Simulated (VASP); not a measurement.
# Al2Au (d3) (Fm-3m) in VASP: a series of runs, part 3 of 3

VASP 6.6.1. The steps go on from the part before.

## 4. Relaxation of cell and atoms, PBE+D3(BJ)

INCAR reads:

```
PREC = Accurate
ENCUT = 600
EDIFF = 1E-7
ISMEAR = 0
SIGMA = 0.1
LREAL = False
LASPH = True
NELM = 60
ALGO = Fast
ISIF = 3
LWAVE = False
LCHARG = False
GGA = PE
IVDW = 12
IBRION = 2
NSW = 100
EDIFFG = -0.002
```

KPOINTS reads:

```
regular mesh
0
Gamma
  12 12 12
```

POSCAR reads:

```
Al2Au
1.0
    0.0000000000      3.0023346600      3.0023346600
    3.0023346600      0.0000000000      3.0023346600
    3.0023346600      3.0023346600      0.0000000000
Al Au
2 1
Direct
    0.2500000000      0.2500000000      0.2500000000
    0.7500000000      0.7500000000      0.7500000000
    0.0000000000      0.0000000000      0.0000000000
```

Potentials or basis: VASP PAW PBE potentials, release 64 (Al, Au).

Run with:

```
$ cat potpaw_PBE.64/Al/POTCAR potpaw_PBE.64/Au/POTCAR > POTCAR
$ mpirun -np 1 vasp_std > vasp.out
```

OUTCAR:

```text
PREC = Accurate
   ENCUT = 600
   EDIFF = 1E-7
   ISMEAR = 0
   LREAL = False
   LASPH = True
   NELM = 60
   ISIF = 3
   GGA = PE
   IVDW = 12
   IBRION = 2
   NSW = 100
   EDIFFG = -0.002
 IVDW          = 12

 ion  position               nearest neighbor table
   1  0.250  0.250  0.250-   3 2.60   3 2.60   3 2.60   3 2.60   2 3.00   2 3.00   2 3.00   2 3.00
                             2 3.00   2 3.00
   2  0.750  0.750  0.750-   3 2.60   3 2.60   3 2.60   3 2.60   1 3.00   1 3.00   1 3.00   1 3.00
                             1 3.00   1 3.00
   3  0.000  0.000  0.000-   2 2.60   2 2.60   2 2.60   1 2.60   2 2.60   1 2.60   1 2.60   1 2.60

  LATTYP: Found a face centered cubic cell.
 ALAT       =     6.0046693200

  Lattice vectors:

 A1 = (   0.0000000000,   3.0023346600,   3.0023346600)
 A2 = (   3.0023346600,   0.0000000000,   3.0023346600)
 A3 = (   3.0023346600,   3.0023346600,   0.0000000000)

Analysis of symmetry for initial positions (statically):
=====================================================================
 Subroutine PRICEL returns:
 Original cell was already a primitive cell.

 Routine SETGRP: Setting up the symmetry group for a
 face centered cubic supercell.

 Subroutine GETGRP returns: Found 48 space group operations
[... 9 lines left out ...]

 Routine SETGRP: Setting up the symmetry group for a
 face centered cubic supercell.

[... 153 lines left out ...]
  ext. energy  EPLUGINS =         0.00000000
  ---------------------------------------------------
  free energy    TOTEN  =       -12.01146937 eV

  energy without entropy =      -12.00673246  energy(sigma->0) =      -12.00910091

------------------------ aborting loop because EDIFF is reached ----------------------------------------

 Edisp (eV)   -1.20383

 E8    (eV) :    -0.5426
[... 73 lines left out ...]
--------------------------------------- Ionic step        3  -------------------------------------------

 number of electron      17.0000002 magnetization

 Free energy of the ion-electron system (eV)
  ---------------------------------------------------
  ext. energy  EPLUGINS =         0.00000000
  ---------------------------------------------------
  free energy    TOTEN  =       -12.00248469 eV

  energy without entropy =      -11.99772976  energy(sigma->0) =      -12.00010723

 E-fermi :   7.8717     XC(G=0): -10.5502

 val. band max:        7.8551942423   @ k =   0.2500   0.1667   0.0833
 cond. band min:       7.8970036262   @ k =  -0.2500   0.0833   0.0000
 fundamental gap:      0.0418093839
 Fermi energy:         7.8717228206

 k-point     1 :       0.0000    0.0000    0.0000
  band No.  band energies     occupation
      1      -2.7315      2.00000
      2       1.2296      2.00000
      3       1.2296      2.00000
      4       1.2296      2.00000
      5       2.1931      2.00000
      6       2.1931      2.00000
      7      10.1414      0.00000
      8      10.8211      0.00000
      9      10.8211      0.00000
     10      10.8211      0.00000
     11      11.7950      0.00000
     12      11.7950      0.00000
[... 331 lines left out ...]
 k-point    24 :      -0.4167    0.1667    0.0000
  band No.  band energies     occupation
      1      -0.3834      2.00000
      2       1.0475      2.00000
      3       1.5929      2.00000
      4       1.6124      2.00000
      5       2.2555      2.00000
      6       2.2570      2.00000
      7       2.8356      2.00000
      8       6.3470      2.00000
      9       7.7280      1.95785
     10      10.3360      0.00000
     11      12.3898      0.00000
     12      12.7018      0.00000

 [... further k-points ...]

------------------------ aborting loop because EDIFF is reached ----------------------------------------

 Edisp (eV)   -1.21400

 E8    (eV) :    -0.5473
[... 26 lines left out ...]
  FREE ENERGIE OF THE ION-ELECTRON SYSTEM (eV)
  ---------------------------------------------------
  free  energy   TOTEN  =       -13.2164855945 eV

  energy  without entropy=      -13.2117306595  energy(sigma->0) =      -13.21410813

 reached required accuracy - stopping structural energy minimisation
```

OSZICAR:

```text
N       E                     dE             d eps       ncg     rms          rms(c)
DAV:   1     0.699607452532E+02    0.69961E+02   -0.78143E+03  1728   0.133E+03
DAV:   2    -0.108993116362E+02   -0.80860E+02   -0.74416E+02  1968   0.217E+02
DAV:   3    -0.132660776072E+02   -0.23668E+01   -0.23076E+01  2192   0.358E+01
[... 31 lines left out ...]
RMM:   4    -0.120024833394E+02    0.56676E-04   -0.27543E-04  1728   0.119E-01    0.119E-02
RMM:   5    -0.120024841378E+02   -0.79840E-06   -0.41207E-05  1742   0.501E-02    0.149E-02
RMM:   6    -0.120024845783E+02   -0.44051E-06   -0.71899E-06  1757   0.249E-02    0.307E-03
RMM:   7    -0.120024846466E+02   -0.68338E-07   -0.19489E-06  1734   0.117E-02    0.203E-03
RMM:   8    -0.120024846939E+02   -0.47297E-07   -0.42987E-07  1336   0.531E-03
   3 F= -.13216486E+02 E0= -.13214108E+02  d E =-.118303E-02
```

CONTCAR:

```text
Al2Au
   1.00000000000000
     0.0000000000000000    2.9944474338568452    2.9944474338568452
     2.9944474338568452    0.0000000000000000    2.9944474338568452
     2.9944474338568452    2.9944474338568452    0.0000000000000000
  Al              Au
     2     1
Direct
     0.2500000000000000    0.2500000000000000    0.2500000000000000
     0.7500000000000000    0.7500000000000000    0.7500000000000000
     0.0000000000000000    0.0000000000000000    0.0000000000000000

  0.00000000E+00  0.00000000E+00  0.00000000E+00
  0.00000000E+00  0.00000000E+00  0.00000000E+00
  0.00000000E+00  0.00000000E+00  0.00000000E+00
```

Run time: 2 min. Hardware: 1 thread of Intel Xeon Platinum 8375C at 2.90GHz (Ice Lake), shared host; peak memory 0.26 GiB.

Results:

```yaml
Free_energy: -13.2165 eV
Relaxed_volume: 17.90 Å³/atom
Relaxed_cell: a = 4.235 Å, b = 4.235 Å, c = 4.235 Å, α = 60.00°, β = 60.00°, γ = 60.00°
Space_group_after_relaxing_to_0.05_Å: Fm-3m (No. 225)
Energy_gained_by_relaxing: 0.4 meV/atom
Ionic_steps: 3
Pressure_after_relaxing: 0.0 GPa
Dispersion_energy_per_atom: -0.405 eV
```

Step by step:
```
step  energy change (eV)  largest force (eV/Å)  pressure (GPa)  volume (Å³)
   1              0.0000                0.0000           -0.87        54.13
   2             -0.0004                0.0000            0.76        53.36
   3             -0.0012                0.0000            0.01        53.70
```

Final structure:
```cif
data_structure
_symmetry_space_group_name_H-M 'P 1'
_symmetry_Int_Tables_number 1
_cell_length_a 4.2348
_cell_length_b 4.2348
_cell_length_c 4.2348
_cell_angle_alpha 60.000
_cell_angle_beta 60.000
_cell_angle_gamma 60.000
_cell_volume 53.70
loop_
_atom_site_label
_atom_site_type_symbol
_atom_site_fract_x
_atom_site_fract_y
_atom_site_fract_z
_atom_site_occupancy
Al1 Al 0.25000 0.25000 0.25000 1
Al2 Al 0.75000 0.75000 0.75000 1
Au1 Au 0.00000 0.00000 0.00000 1
```

Caveat: spin-orbit coupling is left out, which moves the levels of the heavy elements; pairwise dispersion overbinds metals, which lowers pressure and volume.

## 5. The runs side by side

| task | cell | k mesh | cutoff (eV) | gap on the mesh (eV) | pressure (GPa) |
| --- | --- | --- | --- | --- | --- |
| single point | a = 4.246 Å, angles 60.0°, 3 atoms | 6 × 6 × 6 | 520 | none | -0.9 |
| single point | a = 4.237 Å, angles 60.0°, 3 atoms | 12 × 12 × 12 | 520 | none | -0.2 |
| relaxation of cell and atoms | relaxed from a = 4.246 Å, angles 60.0°, 3 atoms | 12 × 12 × 12 | 600 | none | 0.0 |

Alike in all rows: level PBE+D3(BJ); potentials or basis VASP PAW PBE potentials, release 64 (Al, Au); no spin polarisation; smearing gaussian 0.1 eV.

Caveats: spin-orbit coupling is left out, which moves the levels of the heavy elements; pairwise dispersion overbinds metals, which lowers pressure and volume.

Absolute energies hang on the potentials; compare differences alone.
